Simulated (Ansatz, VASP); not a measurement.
**CaO: VASP beside Ansatz**

```
CELL_PARAMETERS angstrom
0.00000 2.40650 2.40650
2.40650 0.00000 2.40650
2.40650 2.40650 0.00000
ATOMIC_POSITIONS crystal
Ca 0.00000 0.00000 0.00000
O 0.50000 0.50000 0.50000
```

Alike in both runs: task relaxation of cell and atoms; functional PBEsol; k mesh 6 × 6 × 6; occupations fermi-dirac, width 0.01 eV; no spin polarisation.

```csv
,VASP,Ansatz
version,VASP 6.6.1,Ansatz 0.2.0
potentials or method,"VASP PAW PBE potentials, release 64 (Ca_sv, O), cutoff 600 eV","plane waves, PAW"
valence electrons in the cell,16,16
```

|  | VASP | Ansatz | Ansatz less VASP |
| --- | --- | --- | --- |
| relaxed volume (Å³/atom) | 13.61 | 13.55 | -0.058 |
| relaxed cell length with the largest relative difference (Å) | 3.376 | 3.371 | -0.0048 |

VASP's potentials were made for PBE, not for PBEsol.
